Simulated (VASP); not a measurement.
Crystal: Au.

```
Au
1.0
     0.00000    0.00000   -3.24215
    -3.24215    0.00000    0.00000
     1.62107    4.86322    1.62107
Au
3
Direct
  0.66667 0.66667 0.33333
  0.00000 0.00000 0.00000
  0.33333 0.33333 0.66667
```

* Program: VASP 6.6.1
* Task: relaxation of cell and atoms
* Functional: PBEsol
* Potentials or basis: VASP PAW PBE potentials, release 64 (Au)
* Cutoff: 600 eV
* k mesh: 14 × 14 × 14
* Occupations: gaussian, width 0.1 eV
* Spin: no spin polarisation

At the start: pressure 0.1 GPa; volume 17.04 Å³/atom.

Problem. How do energy, volume and symmetry change on relaxing?

Solution. Over 23 steps the energy falls by 21.5 meV/atom and the volume is 16.99 Å³/atom (-0.3 %); space group Im-3m (No. 229, to 0.1 Å) before, I4/mmm (No. 139, to 0.1 Å).

Step by step:
```csv
step,energy change (eV),largest force (eV/Å),pressure (GPa),volume (Å³)
1,0.0000,0.0000,0.09,51.12
2,-0.0004,0.0000,-0.20,51.19
3,-0.0009,0.0000,-0.87,51.40
4,-0.0009,0.0000,-0.88,51.40
5,-0.0011,0.0000,-0.89,51.40
6,-0.0015,0.0000,-0.90,51.41
7,-0.0021,0.0000,-0.93,51.41
8,-0.0033,0.0000,-0.96,51.42
9,-0.0051,0.0000,-1.01,51.43
10,-0.0126,0.0000,-0.92,51.40
11,-0.0285,0.0000,-0.20,51.15
12,-0.0517,0.0000,3.79,49.95
13,-0.0591,0.0000,2.30,50.37
14,-0.0569,0.0000,3.06,50.15
15,-0.0557,0.0000,3.24,50.09
16,-0.0561,0.0000,3.13,50.12
17,-0.0563,0.0000,2.90,50.18
18,-0.0569,0.0000,2.76,50.20
19,-0.0583,0.0000,2.49,50.28
20,-0.0608,0.0000,1.90,50.43
21,-0.0638,0.0000,0.83,50.73
22,-0.0632,0.0000,-1.28,51.33
23,-0.0645,0.0000,-0.03,50.98
```

Final structure:
```
CELL_PARAMETERS angstrom
0.00000 0.00000 -2.90295
-2.90295 0.00000 0.00000
1.45147 6.04959 1.45147
ATOMIC_POSITIONS crystal
Au 0.66667 0.66667 0.33333
Au 0.00000 0.00000 0.00000
Au 0.33333 0.33333 0.66667
```

Caveat: a cell axis changed by over 15 % at a fixed basis, so the end point is rough; the PAW data sets were made with another functional, which shifts forces and pressure a little.
